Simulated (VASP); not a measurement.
# MgO (CsCl type) (Pm-3m) in VASP: vibrations by perturbation theory with PBE

Aim: the vibrations by perturbation theory of MgO (CsCl type) with PBE.

Everything below comes from runs of VASP 6.6.1. Logs are shortened: lines on timing, memory, paths and dates and some standing lists are left out, and cuts for length are marked.

## 1. The cell of the first run

The structure is cubic, space group Pm-3m (No. 221). Conventional cell: a = 2.245 Å, b = 2.245 Å, c = 2.245 Å, α = 90.00°, β = 90.00°, γ = 90.00°. Mg (site symmetry m-3m) has 8 O at 1.94 Å and 6 Mg at 2.24 Å within 2.6 Å. Within 2.6 Å of O (site symmetry m-3m) lie 8 Mg at 1.94 Å and 6 O at 2.24 Å.

## 2. Vibrations by perturbation theory, PBE

File INCAR:

```
PREC = Accurate
ENCUT = 600
EDIFF = 1E-8
ISMEAR = 0
SIGMA = 0.01
LREAL = F
LASPH = T
NELM = 120
ALGO = Normal
ISIF = 2
LWAVE = F
LCHARG = T
GGA = PE
NBANDS = 11
IBRION = 8
NSW = 1
LEPSILON = T
GGA_COMPAT = F
```

File KPOINTS:

```
regular mesh
0
Gamma
  8 8 8
```

File POSCAR:

```
MgO
1.0
    2.2445468059      0.0000000000      0.0000000000
    0.0000000000      2.2445468059      0.0000000000
    0.0000000000      0.0000000000      2.2445468059
Mg O
1 1
Direct
    0.0000000000      0.0000000000      0.0000000000
    0.5000000000      0.5000000000      0.5000000000
```

Potentials or basis: VASP PAW PBE potentials, release 64 (Mg, O).

On the command line:

```
cat potpaw_PBE.64/Mg/POTCAR potpaw_PBE.64/O/POTCAR > POTCAR
mpirun -np 1 vasp_std > vasp.out
```

OUTCAR:

```text
PREC = Accurate
   ENCUT = 600
   EDIFF = 1E-8
   ISMEAR = 0
   LREAL = F
   LASPH = T
   NELM = 120
   ISIF = 2
   GGA = PE
   IBRION = 8
   NSW = 1
   LEPSILON = T

 ion  position               nearest neighbor table
   1  0.000  0.000  0.000-   2 1.94   2 1.94   2 1.94   2 1.94   2 1.94   2 1.94   2 1.94   2 1.94

   2  0.500  0.500  0.500-   1 1.94   1 1.94   1 1.94   1 1.94   1 1.94   1 1.94   1 1.94   1 1.94

  LATTYP: Found a simple cubic cell.
 ALAT       =     2.2445468059

  Lattice vectors:

 A1 = (   2.2445468059,   0.0000000000,   0.0000000000)
 A2 = (   0.0000000000,   2.2445468059,   0.0000000000)
 A3 = (   0.0000000000,   0.0000000000,   2.2445468059)

Analysis of symmetry for initial positions (statically):
=====================================================================
 Subroutine PRICEL returns:
 Original cell was already a primitive cell.

 Routine SETGRP: Setting up the symmetry group for a
 simple cubic supercell.

 Subroutine GETGRP returns: Found 48 space group operations
 (whereof 48 operations were pure point group operations)
 out of a pool of 48 trial point group operations.

The static configuration has the point symmetry O_h .

Analysis of symmetry for dynamics (positions and initial velocities):
=====================================================================
 Subroutine PRICEL returns:
 Original cell was already a primitive cell.

 Routine SETGRP: Setting up the symmetry group for a
 simple cubic supercell.

 Subroutine GETGRP returns: Found 48 space group operations
 (whereof 48 operations were pure point group operations)
 out of a pool of 48 trial point group operations.

The dynamic configuration has the point symmetry O_h .

 Subroutine INISYM returns: Found 48 space group operations
 (whereof 48 operations are pure point group operations),
 and found     1 'primitive' translations

----------------------------------------------------------------------------------------

                                     Primitive cell

  volume of cell :      11.3080

  direct lattice vectors                    reciprocal lattice vectors
     2.244546806  0.000000000  0.000000000     0.445524236  0.000000000  0.000000000
     0.000000000  2.244546806  0.000000000     0.000000000  0.445524236  0.000000000
     0.000000000  0.000000000  2.244546806     0.000000000  0.000000000  0.445524236

  length of vectors
     2.244546806  2.244546806  2.244546806     0.445524236  0.445524236  0.445524236

  position of ions in fractional coordinates (direct lattice)
     0.000000000  0.000000000  0.000000000
     0.500000000  0.500000000  0.500000000

  ion indices of the primitive-cell ions
   primitive index   ion index
                 1           1
                 2           2

----------------------------------------------------------------------------------------

 KPOINTS: regular mesh

Automatic generation of k-mesh.
 Grid dimensions read from file:
 generate k-points for:    8    8    8

 Generating k-lattice:

  Cartesian coordinates                     Fractional coordinates (reciprocal lattice)
     0.055690529  0.000000000  0.000000000     0.125000000  0.000000000  0.000000000
     0.000000000  0.055690529  0.000000000     0.000000000  0.125000000  0.000000000
[... 486 lines left out ...]
  free energy    TOTEN  =        -0.06425429 eV

  energy without entropy =       -0.06425429

------------------------ aborting loop because EDIFF is reached ----------------------------------------

--------------------------------------- Ionic step        2  -------------------------------------------

------------------------ aborting loop because EDIFF is reached ----------------------------------------

--------------------------------------- Ionic step        3  -------------------------------------------

------------------------ aborting loop because EDIFF is reached ----------------------------------------

 PIEZOELECTRIC TENSOR FIELD DIRECTION 3  (e Angst)
 -----------------------------------------------------------------------------
    -0.00025  0.00000  0.00000           (  0.00000  0.00000 -0.00000)
     0.00000 -0.00025 -0.00000           (  0.00000  0.00000  0.00000)
    -0.00000  0.00000  0.00030           ( -0.00000  0.00000 -0.00002)

 PIEZOELECTRIC TENSOR FIELD DIRECTION 3  (C/m^2)
 -----------------------------------------------------------------------------
    -0.00035  0.00000  0.00000
     0.00000 -0.00035 -0.00000
    -0.00000  0.00000  0.00043

--------------------------------------- Ionic step        4  -------------------------------------------

------------------------ aborting loop because EDIFF is reached ----------------------------------------

[... ionic steps 5 to 6 ...]

--------------------------------------- Ionic step        7  -------------------------------------------

 Free energy of the ion-electron system (eV)
  ---------------------------------------------------
  ---------------------------------------------------
  free energy    TOTEN  =        -0.35966276 eV

  energy without entropy =       -0.35966276

------------------------ aborting loop because EDIFF is reached ----------------------------------------

 INTERNAL STRAIN TENSOR  FOR ION    2  DIRECTION 1   (eV/Angst):
 -----------------------------------------------------------------------------
    -0.01747  0.00000 -0.00000
     0.00000  0.01883 -0.00000
     0.00000 -0.00000  0.01883

 MACROSCOPIC STATIC DIELECTRIC TENSOR (including local field effects in DFT)
 ------------------------------------------------------
           2.888711     0.000000    -0.000000
           0.000000     2.888711    -0.000000
           0.000000     0.000000     2.888711
 ------------------------------------------------------

 PIEZOELECTRIC TENSOR (including local field effects)  for field in x, y, z        (e  Angst)
          XX          YY          ZZ          XY          YZ          ZX
  --------------------------------------------------------------------------------
  x     0.00000     0.00000     0.00000     0.00000     0.00000     0.00000
  y     0.00000     0.00000     0.00000     0.00000     0.00000     0.00000
  z     0.00000     0.00000     0.00000     0.00000     0.00000     0.00000

 PIEZOELECTRIC TENSOR (including local field effects)  for field in x, y, z        (C/m^2)
          XX          YY          ZZ          XY          YZ          ZX
  --------------------------------------------------------------------------------
  x     0.00000     0.00000     0.00000     0.00000     0.00000     0.00000
  y     0.00000     0.00000     0.00000     0.00000     0.00000     0.00000
  z     0.00000     0.00000     0.00000     0.00000     0.00000     0.00000

 BORN EFFECTIVE CHARGES (including local field effects) (in |e|, cummulative output)
 ---------------------------------------------------------------------------------
 ion    1
    1     1.90298    -0.00000     0.00000
    2    -0.00000     1.90298     0.00000
    3    -0.00000     0.00000     1.90298
 ion    2
    1    -1.90298     0.00000    -0.00000
    2     0.00000    -1.90298    -0.00000
    3     0.00000    -0.00000    -1.90298

 INTERNAL STRAIN TENSOR FOR ION    2 for displacements in x,y,z  (eV/Angst):
          X           Y           Z          XY          YZ          ZX
  --------------------------------------------------------------------------------
  x     0.00000     0.00000     0.00000     0.00000     0.00000     0.00000
  y     0.00000     0.00000     0.00000     0.00000     0.00000     0.00000
  z     0.00000     0.00000     0.00000     0.00000     0.00000     0.00000

 SECOND DERIVATIVES (NOT SYMMETRIZED)
 ------------------------------------
               1X          1Y          1Z          2X          2Y          2Z
  1X   -16.517908    0.000000   -0.000000   16.517908   -0.000000    0.000000
  1Y     0.000000  -16.517908    0.000000   -0.000000   16.517908   -0.000000
  1Z     0.000000    0.000000  -16.517908   -0.000000   -0.000000   16.517908
  2X    16.529333    0.000000   -0.000000  -16.529333   -0.000000    0.000000
  2Y     0.000000   16.529333    0.000000   -0.000000  -16.529333   -0.000000
  2Z     0.000000   -0.000000   16.529333   -0.000000    0.000000  -16.529333

 Eigenvectors and eigenvalues of the dynamical matrix
 ----------------------------------------------------

   1 f  =   20.459286 THz   128.549483 2PiTHz  682.448311 cm-1    84.612769 meV
             X         Y         Z           dx          dy          dz
      0.000000  0.000000  0.000000     0.000000    0.629927   -0.000000
      1.122273  1.122273  1.122273     0.000000   -0.776655   -0.000000
[... 21 lines left out ...]
   6 f/i=    0.003460 THz     0.021742 2PiTHz    0.115422 cm-1     0.014311 meV
             X         Y         Z           dx          dy          dz
      0.000000  0.000000  0.000000     0.195500   -0.668613    0.343408
      1.122273  1.122273  1.122273     0.158566   -0.542296    0.278530

--------------------------------------------------------------------------------------------------------

 MACROSCOPIC STATIC DIELECTRIC TENSOR IONIC CONTRIBUTION
 ------------------------------------------------------
           3.507043     0.000000    -0.000000
           0.000000     3.507043     0.000000
          -0.000000     0.000000     3.507043
 ------------------------------------------------------

 ELASTIC MODULI CONTR FROM IONIC RELAXATION (kBar)
 Direction    XX          YY          ZZ          XY          YZ          ZX
 --------------------------------------------------------------------------------
 XX           0.0000      0.0000      0.0000      0.0000      0.0000      0.0000
 YY           0.0000      0.0000      0.0000      0.0000      0.0000      0.0000
 ZZ           0.0000      0.0000      0.0000      0.0000      0.0000      0.0000
 XY           0.0000      0.0000      0.0000      0.0000      0.0000      0.0000
 YZ           0.0000      0.0000      0.0000      0.0000      0.0000      0.0000
 ZX           0.0000      0.0000      0.0000      0.0000      0.0000      0.0000
 --------------------------------------------------------------------------------

 PIEZOELECTRIC TENSOR IONIC CONTR  for field in x, y, z        (C/m^2)
          XX          YY          ZZ          XY          YZ          ZX
  --------------------------------------------------------------------------------
  x     0.00000     0.00000     0.00000     0.00000     0.00000     0.00000
  y     0.00000     0.00000     0.00000     0.00000     0.00000     0.00000
  z     0.00000     0.00000     0.00000     0.00000     0.00000     0.00000
```

Run time: 71 s. Hardware: 1 thread of Intel Xeon 6975P-C (Granite Rapids), shared host; peak memory 0.15 GiB.

Results:

- Electronic dielectric tensor (diagonal): 2.89
- Born charges (mean of the diagonal): Mg +1.90; O -1.90 e
- Highest phonon frequency at Γ, LO-TO splitting left out: 682 cm⁻¹

Phonon frequencies in cm⁻¹ (negative: imaginary):
```
              q point        frequencies
(0.000, 0.000, 0.000)  0 0 0 682 682 682
```

Electronic dielectric tensor:
```
2.89 0.00 0.00
0.00 2.89 0.00
0.00 0.00 2.89
```

Born effective charge tensors (e):
atom 1, Mg
```
1.90 0.00 0.00
0.00 1.90 0.00
0.00 0.00 1.90
```
atom 2, O
```
-1.90  0.00  0.00
 0.00 -1.90  0.00
 0.00  0.00 -1.90
```

Caveat: the cell stands under pressure or tension, which shifts response properties.
